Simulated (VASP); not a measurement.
Input of a VASP 6.6.1 run:

The input POSCAR:

```
ZnGeP2
1.0
   -2.7121040000      2.7120730000      5.3542640000
    2.7120730000     -2.7121040000      5.3542640000
    2.7120590000      2.7120590000     -5.3542790000
Zn Ge P
2 2 4
Direct
    0.0000000000      0.0000000000      0.0000000000
    0.7499990000      0.2499990000      0.5000000000
    0.4999990000      0.4999990000      0.0000000000
    0.2499990000      0.7499990000      0.5000000000
    0.3750000000      0.3766520000      0.5016500000
    0.8750010000      0.8733500000      0.4983480000
    0.1266520000      0.6250000000      0.0016500000
    0.6233500000      0.1250010000      0.9983480000
```

File INCAR.step1:

```
SYSTEM = ZnGeP2
PREC     = Accurate       ! precision mode
ENCUT    = 550            ! plane-wave cutoff, eV
ISMEAR   = -1             ! smearing method
SIGMA    = 0.05           ! smearing width, eV
LREAL    = .FALSE.        ! projectors in reciprocal space
LASPH    = .TRUE.         ! aspherical terms in the spheres
NELM     = 120            ! most SCF steps
NBANDS   = 46             ! bands
GGA      = PE             ! functional
ALGO     = Normal         ! electronic algorithm
EDIFF    = 1E-5           ! SCF threshold, eV
LWAVE    = .TRUE.         ! write WAVECAR
LCHARG   = .FALSE.        ! write CHGCAR
GGA_COMPAT= .FALSE.      
KPAR     = 4
```

Contents of INCAR.step2:

```
SYSTEM = ZnGeP2
PREC     = Accurate       ! precision mode
ENCUT    = 550            ! plane-wave cutoff, eV
EDIFF    = 1E-6           ! SCF threshold, eV
ISMEAR   = -1             ! smearing method
SIGMA    = 0.05           ! smearing width, eV
LREAL    = .FALSE.        ! projectors in reciprocal space
LASPH    = .TRUE.         ! aspherical terms in the spheres
NELM     = 120            ! most SCF steps
ALGO     = Normal         ! electronic algorithm
ISIF     = 2              ! what is computed and relaxed
LWAVE    = .FALSE.        ! write WAVECAR
LCHARG   = .FALSE.        ! write CHGCAR
METAGGA  = R2SCAN         ! meta-GGA
LMIXTAU  = .TRUE.       
NBANDS   = 46             ! bands
ISTART   = 1            
GGA_COMPAT= .FALSE.      
KPAR     = 4
```

Contents of KPOINTS:

```
regular mesh
0
G
  6 6 6
  0 0 0
```

Potentials or basis: VASP PAW PBE potentials, release 64 (Zn, Ge_d, P).

Launch:

```bash
$ cat potpaw_PBE.64/Zn/POTCAR potpaw_PBE.64/Ge_d/POTCAR potpaw_PBE.64/P/POTCAR > POTCAR
$ cp INCAR.step1 INCAR
$ mpirun -np 4 vasp_std > vasp.out
$ cp INCAR.step2 INCAR
$ mpirun -np 4 vasp_std > vasp.out
```

Task: What does it give for the band gap on the k mesh?

Result: 1.45 eV, indirect (least direct gap 1.60 eV).

Task: Estimate the pressure.

Result: 0.7 GPa.

Task: Estimate the largest force.

Result: 0.161 eV/Å.

Forces in eV/Å, atoms in the order of the input:
```
Zn   0.000  0.000  0.000
Zn   0.000  0.000  0.000
Ge   0.000  0.000  0.000
Ge   0.000  0.000  0.000
P    0.161  0.000  0.000
P   -0.161  0.000  0.000
P    0.000  0.161  0.000
P    0.000 -0.161  0.000
```

Caveat: the PAW data sets were made with another functional, which shifts forces and pressure a little. A k mesh can miss the band edges.
